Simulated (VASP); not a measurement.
Here is a VASP 6.6.1 calculation.

INCAR

```
  AGGAC = 1.0
  AGGAX = 1.0
  ALDAC = 0.0
  ALDAX = 1.0
  ALGO = Normal
  EDIFF = 1E-6
  ENCUT = 700
  GGA = B5
  GGA_COMPAT = F
  ISIF = 2
  ISMEAR = -1
  ISPIN = 2
  IVDW = 13
  LASPH = T
  LCHARG = F
  LMAXMIX = 4
  LORBIT = 11
  LREAL = F
  LWAVE = F
  MAGMOM = 1 0
  NBANDS = 23
  NELM = 200
  PREC = Accurate
  SIGMA = 0.05
  VDW_A1 = 0.44488865
  VDW_A2 = 4.0933009
  VDW_S6 = 1.0
  VDW_S8 = 2.34076671
```

Contents of KPOINTS:

```
k-points
0
Gamma
  11 11 11
```

The input POSCAR:

```
NiO
1.0
    0.0000000000      2.0577103256      2.0577103256
    2.0577103256      0.0000000000      2.0577103256
    2.0577103256      2.0577103256      0.0000000000
Ni O
1 1
Direct
    0.0000000000      0.0000000000      0.0000000000
    0.5000000000      0.5000000000      0.5000000000
```

Potentials or basis: VASP PAW PBE potentials, release 64 (Ni_sv_GW, O).

The run is started by

```console
$ cat potpaw_PBE.64/Ni_sv_GW/POTCAR potpaw_PBE.64/O/POTCAR > POTCAR
$ mpirun -np 1 vasp_std > vasp.out
```

Q: What does it give for the site moments?

A: Ni +1.28; O +0.23 μB.

Q: What does it give for the net moment?

A: 1.54 μB per cell.

Q: Estimate the pressure.

A: 13.2 GPa.

Q: Predict the dispersion energy per atom.

A: -0.615 eV.

Caveat: the cell stands under pressure; the PAW data sets were made with another functional, which shifts forces and pressure a little; a cell with one magnetic atom can't hold antiferromagnetic order, which such compounds often take.
